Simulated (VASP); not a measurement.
Wanted: the native input for a VASP 6.6.1 run.

```
Task                   : single point
Functional             : r2SCAN
Potentials or basis    : VASP PAW PBE potentials, release 64 (Hf_pv)
Cutoff                 : 520 eV
k mesh                 : 6 × 6 × 3
Occupations            : fermi-dirac, width 0.05 eV
Spin                   : no spin polarisation
Dipole correction      : no
Further INCAR settings : ALGO = Normal; EDIFF = 1e-06; NBANDS = 17
```

The system is Hf.

```
Hf
1.0
     3.19670    0.00000    0.00000
    -1.59835    2.76842    0.00000
     0.00000    0.00000    5.05780
Hf
2
Direct
  0.66667 0.33333 0.75000
  0.33333 0.66667 0.25000
```

The input as run:

POSCAR

```
Hf
1.0
    3.1967000000      0.0000000000      0.0000000000
   -1.5983500000      2.7684234083      0.0000000000
    0.0000000000      0.0000000000      5.0578000000
Hf
2
Direct
    0.6666666667      0.3333333333      0.7500000000
    0.3333333333      0.6666666667      0.2500000000
```

INCAR.step1

```
SYSTEM = Hf
ALGO     = Normal         ! electronic algorithm
EDIFF    = 1E-4           ! SCF threshold, eV
ENCUT    = 520            ! plane-wave cutoff, eV
GGA      = PE             ! functional
ISMEAR   = -1             ! smearing method
LASPH    = .TRUE.         ! aspherical terms in the spheres
LCHARG   = .FALSE.        ! write CHGCAR
LREAL    = .FALSE.        ! projectors in reciprocal space
LWAVE    = .TRUE.         ! write WAVECAR
NBANDS   = 17             ! bands
NELM     = 60             ! most SCF steps
PREC     = Accurate       ! precision mode
SIGMA    = 0.05           ! smearing width, eV
```

INCAR.step2

```
SYSTEM = Hf
ALGO     = Normal         ! electronic algorithm
EDIFF    = 1E-6           ! SCF threshold, eV
ENCUT    = 520            ! plane-wave cutoff, eV
ISIF     = 2              ! what is computed and relaxed
ISMEAR   = -1             ! smearing method
ISTART   = 1            
LASPH    = .TRUE.         ! aspherical terms in the spheres
LCHARG   = .FALSE.        ! write CHGCAR
LMIXTAU  = .TRUE.       
LREAL    = .FALSE.        ! projectors in reciprocal space
LWAVE    = .FALSE.        ! write WAVECAR
METAGGA  = R2SCAN         ! meta-GGA
NBANDS   = 17             ! bands
NELM     = 60             ! most SCF steps
PREC     = Accurate       ! precision mode
SIGMA    = 0.05           ! smearing width, eV
```

KPOINTS

```
k-points
0
G
  6 6 3
  0 0 0
```

Potentials or basis: VASP PAW PBE potentials, release 64 (Hf_pv).

Run with:

```bash
$ cat potpaw_PBE.64/Hf_pv/POTCAR > POTCAR
$ cp INCAR.step1 INCAR
$ mpirun -np 1 vasp_std > vasp.out
$ cp INCAR.step2 INCAR
$ mpirun -np 1 vasp_std > vasp.out
```

Results of the run:

```yaml
Pressure: -0.3 GPa
Band_gap_on_the_k_mesh: zero (band 10 reaches 6.16 eV, above the bottom of band 11 at 4.67 eV)
```

Caveat: the k points lie up to 0.41 Å⁻¹ apart; the PAW data sets were made with another functional, which shifts forces and pressure a little; spin-orbit coupling is left out, which moves the levels of the heavy elements.

It took 66 s on 1 thread of AMD EPYC 7R13 Processor (Zen 3), with other jobs on the host, peak memory 0.13 GiB.
